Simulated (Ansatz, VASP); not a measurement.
## One calculation of Ir, two programs

```
Ir
1.0
     0.00000    1.91970    1.91970
     1.91970    0.00000    1.91970
     1.91970    1.91970    0.00000
Ir
1
Direct
  0.00000 0.00000 0.00000
```

Alike in both runs: task electric field gradients; functional LDA; k mesh 18 × 18 × 18; occupations fermi-dirac, width 0.05 eV; no spin polarisation.

|  | VASP | Ansatz |
| --- | --- | --- |
| version | VASP 6.6.1 | Ansatz 0.2.0 |
| potentials or method | VASP PAW LDA potentials, release 64 (Ir) | PAW with Ansatz's default frozen-core files, scalar-relativistic |
| plane-wave cutoff (eV) | 520 | 420 |
| valence electrons in the cell | 9 | 17 |

```csv
,VASP,Ansatz,Ansatz less VASP
pressure (GPa),-6.2,-8.5,-2.35
```

LDA's correlation is that of Perdew and Zunger in VASP and of Perdew and Wang (1992) in Ansatz. VASP's potentials hold 9 valence electrons a cell and Ansatz's 17, so a difference there can come from the potentials and not from the codes.

Spin-orbit coupling is off throughout.
